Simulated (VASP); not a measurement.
**Al: single point with PBE**

Al, a slab with vacuum:

```xyz
16
Lattice="5.7143 0.0000 0.0000 0.0000 5.7143 0.0000 0.0000 0.0000 22.0609" Properties=species:S:1:pos:R:3 pbc="T T T"
Al    1.4286    1.4286    8.0000
Al    1.4286    4.2857    8.0000
Al    4.2857    1.4286    8.0000
Al    4.2857    4.2857    8.0000
Al    2.8572    2.8572   10.0203
Al    2.8572    0.0000   10.0203
Al    0.0000    2.8572   10.0203
Al    0.0000    0.0000   10.0203
Al    4.2857    4.2857   12.0839
Al    4.2857    1.4286   12.0839
Al    1.4286    4.2857   12.0839
Al    1.4286    1.4286   12.0839
Al    0.0000    0.0000   14.0617
Al    0.0000    2.8572   14.0617
Al    2.8572    0.0000   14.0617
Al    2.8572    2.8572   14.0617
```

```json
{"Program": "VASP 6.6.1", "Task": "single point", "Functional": "PBE", "Potentials or basis": "VASP PAW PBE potentials, release 64 (Al)", "Cutoff": "520 eV", "k mesh": "3 × 3 × 1", "Occupations": "gaussian, width 0.1 eV", "Spin": "no spin polarisation"}
```

```json
{"Largest force": "0.131 eV/Å", "Band gap on the k mesh": "zero (filled and empty bands touch)"}
```

Forces on the atoms (eV/Å):
```
Al   0.000  0.000  0.129
Al   0.000  0.000  0.129
Al   0.000  0.000  0.129
Al   0.000  0.000  0.129
Al   0.000  0.000 -0.131
Al   0.000  0.000 -0.131
Al   0.000  0.000 -0.131
Al   0.000  0.000 -0.131
Al   0.000  0.000 -0.006
Al   0.000  0.000 -0.006
Al   0.000  0.000 -0.006
Al   0.000  0.000 -0.006
Al   0.000  0.000  0.008
Al   0.000  0.000  0.008
Al   0.000  0.000  0.008
Al   0.000  0.000  0.008
```

Levels at points of the mesh, in eV from the Fermi level:
| k point | band 21 | band 22 | band 23 | band 24 | band 25 | band 26 | band 27 | band 28 |
| --- | --- | --- | --- | --- | --- | --- | --- | --- |
| (0.00, 0.00, 0.00) | -1.25 | -1.14 | -1.10 | 0.00 | 0.00 | 0.01 | 0.01 | 0.24 |

Wall time 3 min on 1 thread of Intel(R) Xeon(R) 6975P-C (Granite Rapids), with other jobs on the host, peak memory 0.58 GiB.

Caveat: the k points lie up to 0.37 Å⁻¹ apart.
